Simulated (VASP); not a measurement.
# NaScSe2 (P4/nmm) in VASP: further runs, part 2 of 2

VASP 6.6.1. Earlier steps stand in the parts before.

## Step 3: Single point, PBE (24.96 Å³/atom)

This run uses another cell than the first one, of 24.96 Å³/atom.

INCAR

```
PREC     = Accurate       # precision mode
ENCUT    = 520            # plane-wave cutoff, eV
EDIFF    = 1E-6           # SCF threshold, eV
ISMEAR   = 0              # smearing method
SIGMA    = 0.01           # smearing width, eV
LREAL    = False          # projectors in reciprocal space
LASPH    = True           # aspherical terms in the spheres
NELM     = 100            # most SCF steps
ALGO     = Normal         # electronic algorithm
ISIF     = 2              # what is computed and relaxed
LWAVE    = False          # write WAVECAR
LCHARG   = True           # write CHGCAR
GGA      = PE             # functional
LELF     = True           # ELF
LVHAR    = True         
NBANDS   = 40             # bands
```

KPOINTS

```
Automatic mesh
0
Gamma
  6 6 2
```

POSCAR

```
NaScSe2
1.0
    4.0914050728      0.0000000000      0.0000000000
    0.0000000000      4.0914050728      0.0000000000
    0.0000000000      0.0000000000     11.9290684699
Na Se Sc
2 4 2
Direct
    0.5000000000      0.0000000000      0.8880275789
    0.0000000000      0.5000000000      0.1119724211
    0.5000000000      0.0000000000      0.1513099164
    0.0000000000      0.5000000000      0.3944215366
    0.5000000000      0.0000000000      0.6055784634
    0.0000000000      0.5000000000      0.8486900836
    0.5000000000      0.0000000000      0.3611484998
    0.0000000000      0.5000000000      0.6388515002
```

Potentials or basis: VASP PAW PBE potentials, release 64 (Na_pv, Se, Sc_sv).

Started as:

```console
cat potpaw_PBE.64/Na_pv/POTCAR potpaw_PBE.64/Se/POTCAR potpaw_PBE.64/Sc_sv/POTCAR > POTCAR
mpirun -np 1 vasp_std > vasp.out
```

OUTCAR:

```text
PREC = Accurate
   ENCUT = 520
   EDIFF = 1E-6
   ISMEAR = 0
   LREAL = False
   LASPH = True
   NELM = 100
   ISIF = 2
   GGA = PE

 ion  position               nearest neighbor table
   1  0.500  0.000  0.888-
   2  0.000  0.500  0.112-
   3  0.500  0.000  0.151-   7 2.50
   4  0.000  0.500  0.394-   8 2.92   7 2.92   7 2.92   7 2.92   7 2.92
   5  0.500  0.000  0.606-   7 2.92   8 2.92   8 2.92   8 2.92   8 2.92
   6  0.000  0.500  0.849-   8 2.50
   7  0.500  0.000  0.361-   3 2.50   5 2.92   4 2.92   4 2.92   4 2.92   4 2.92
   8  0.000  0.500  0.639-   6 2.50   4 2.92   5 2.92   5 2.92   5 2.92   5 2.92

  LATTYP: Found a simple tetragonal cell.
 ALAT       =     4.0914050728
 C/A-ratio  =     2.9156410225

  Lattice vectors:

 A1 = (   4.0914050728,   0.0000000000,   0.0000000000)
 A2 = (   0.0000000000,   4.0914050728,   0.0000000000)
 A3 = (   0.0000000000,   0.0000000000,  11.9290684699)

[... 184 lines left out ...]

 val. band max:        1.9630707938   @ k =   0.3333   0.0000   0.0000
 cond. band min:       2.2295690243   @ k =   0.0000   0.0000   0.0000
 fundamental gap:      0.2664982306
 Fermi energy:         2.1281257848

 k-point     1 :       0.0000    0.0000    0.0000
  band No.  band energies     occupation
      1     -48.0506      2.00000
      2     -48.0499      2.00000
      3     -26.7076      2.00000
      4     -26.7076      2.00000
      5     -26.7048      2.00000
      6     -26.7048      2.00000
[... 849 lines left out ...]
     39       4.4994      0.00000
     40       4.4994      0.00000

------------------------ aborting loop because EDIFF is reached ----------------------------------------

  FORCE on cell =-STRESS in cart. coord.  units (eV):
  Direction    XX          YY          ZZ          XY          YZ          ZX
  --------------------------------------------------------------------------------------
  -------------------------------------------------------------------------------------
  Total       -2.9124378     -2.9124378     -4.0744174      0.0000000      0.0000000      0.0000000
  in kB      -23.3676884    -23.3676884    -32.6907296      0.0000000      0.0000000      0.0000000
  external PRESSURE =     -26.4753688 kB  Pullay stress =       0.0000000 kB

 VOLUME and BASIS-vectors are now :
 -----------------------------------------------------------------------------
  energy-cutoff  :      520.00
  volume of cell :      199.69
      direct lattice vectors                 reciprocal lattice vectors
     4.091405073  0.000000000  0.000000000     0.244414812  0.000000000  0.000000000
     0.000000000  4.091405073  0.000000000     0.000000000  0.244414812  0.000000000
     0.000000000  0.000000000 11.929068470     0.000000000  0.000000000  0.083828842

 POSITION                                       TOTAL-FORCE (eV/Angst)
 -----------------------------------------------------------------------------------
      2.04570      0.00000     10.59334        -0.000000     -0.000000     -0.036370
      0.00000      2.04570      1.33573         0.000000     -0.000000      0.036370
      2.04570      0.00000      1.80499        -0.000000     -0.000000      0.371668
      0.00000      2.04570      4.70508         0.000000      0.000000      0.101694
      2.04570      0.00000      7.22399         0.000000      0.000000     -0.101694
      0.00000      2.04570     10.12408         0.000000     -0.000000     -0.371668
      2.04570      0.00000      4.30817         0.000000     -0.000000     -0.216024
      0.00000      2.04570      7.62090         0.000000     -0.000000      0.216024
 -----------------------------------------------------------------------------------
    total drift:                                0.000000      0.000000      0.000000

  FREE ENERGIE OF THE ION-ELECTRON SYSTEM (eV)
  ---------------------------------------------------
  free  energy   TOTEN  =       -40.4019320258 eV

  energy  without entropy=      -40.4019320258  energy(sigma->0) =      -40.40193203
```

Wall time 5.3 min (1 thread of Intel Xeon 8259CL, shared host); peak memory 0.35 GiB.

What came out:

```yaml
Free_energy: -40.4019 eV
Pressure: -2.6 GPa
Largest_force: 0.372 eV/Å
Band_gap_on_the_k_mesh: 0.27 eV (least direct gap 0.28 eV)
```

Forces on the atoms (eV/Å):
```
Na   0.000  0.000 -0.036
Na   0.000  0.000  0.036
Se   0.000  0.000  0.372
Se   0.000  0.000  0.102
Se   0.000  0.000 -0.102
Se   0.000  0.000 -0.372
Sc   0.000  0.000 -0.216
Sc   0.000  0.000  0.216
```

Stress tensor (GPa, compression positive):
```
-2.34  0.00  0.00
 0.00 -2.34  0.00
 0.00  0.00 -3.27
```

Levels at points of the mesh, in eV from the valence-band top:
| k point | band 28 | band 29 | band 30 | band 31 | band 32 | band 33 |
| --- | --- | --- | --- | --- | --- | --- |
| (0.00, 0.00, 0.00) | -0.29 | -0.01 | -0.01 | 0.27 | 0.68 | 1.46 |
| (0.50, 0.00, 0.00) | -1.25 | -0.02 | -0.02 | 2.14 | 2.14 | 2.22 |
| (0.50, 0.50, 0.00) | -1.24 | -1.07 | -1.07 | 1.61 | 1.61 | 2.21 |
| (0.00, 0.00, 0.50) | -0.16 | -0.14 | -0.14 | 0.27 | 0.68 | 1.46 |
| (0.50, 0.00, 0.50) | -0.91 | -0.02 | -0.02 | 2.06 | 2.06 | 2.19 |
| (0.50, 0.50, 0.50) | -1.51 | -1.12 | -1.12 | 1.85 | 1.85 | 2.02 |

A k mesh can miss the band edges.
